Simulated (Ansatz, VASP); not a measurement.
**Two plane-wave programs on AlRu**

Contents of INCAR:

```
PREC = Accurate ; ENCUT = 520
EDIFF = 1E-7 ; ISMEAR = 0
SIGMA = 0.15 ; LREAL = False
LASPH = True ; NELM = 100
ALGO = Fast ; ISIF = 2
LWAVE = False ; LCHARG = False
GGA = PS ; NBANDS = 44
```

File KPOINTS:

```
regular mesh
0
Gamma
  8 8 8
```

The input POSCAR:

```
AlRu
1.0
   -2.9764078238      2.9764078238      2.9764078238
    2.9764078238     -2.9764078238      2.9764078238
    2.9764078238      2.9764078238     -2.9764078238
Al Ru
4 4
Direct
    0.5000000000      0.0000000000      0.5000000000
    0.0000000000      0.5000000000      0.5000000000
    0.0000000000      0.0000000000      0.0000000000
    0.5000000000      0.5000000000      0.0000000000
    0.5000000000      0.5000000000      0.5000000000
    0.0000000000      0.0000000000      0.5000000000
    0.0000000000      0.5000000000      0.0000000000
    0.5000000000      0.0000000000      0.0000000000
```

Input for Ansatz:

```yaml
crystal:
  lattice:
    - [-2.9764078238, 2.9764078238, 2.9764078238]
    - [2.9764078238, -2.9764078238, 2.9764078238]
    - [2.9764078238, 2.9764078238, -2.9764078238]
  atoms:
    - { symbol: Al, position: [0.5, 0.0, 0.5] }
    - { symbol: Al, position: [0.0, 0.5, 0.5] }
    - { symbol: Al, position: [0.0, 0.0, 0.0] }
    - { symbol: Al, position: [0.5, 0.5, 0.0] }
    - { symbol: Ru, position: [0.5, 0.5, 0.5] }
    - { symbol: Ru, position: [0.0, 0.0, 0.5] }
    - { symbol: Ru, position: [0.0, 0.5, 0.0] }
    - { symbol: Ru, position: [0.5, 0.0, 0.0] }
basis:
  ecutwfc: 420
kpoints:
  mp_grid: { grid: [8, 8, 8] }
hamiltonian:
  xc: pbesol
scf:
  occupations: { method: gaussian, width: 0.15 }
output:
  forces: true
  stress: true
  eigenvalues: true
```

Alike in both runs: task single point; functional PBEsol; k mesh 8 × 8 × 8; occupations gaussian, width 0.15 eV; no spin polarisation.

|  | VASP | Ansatz |
| --- | --- | --- |
| version | VASP 6.6.1 | Ansatz 0.2.0 |
| potentials or method | VASP PAW PBE potentials, release 64 (Al, Ru_pv), cutoff 520 eV | scalar-relativistic, plane waves, PAW |
| valence electrons in the cell | 68 | 76 |

```tsv
	VASP	Ansatz	Ansatz less VASP
gap on the k mesh at the Fermi level (eV)	none	none	-
pressure (GPa)	0.1	0.0	-0.07
```

VASP's potentials were made for PBE, not for PBEsol. A gap of «none» marks a metal or a gap that the smearing closes. VASP's potentials hold 68 valence electrons a cell and Ansatz's 76, so a difference there can come from the potentials and not from the codes.
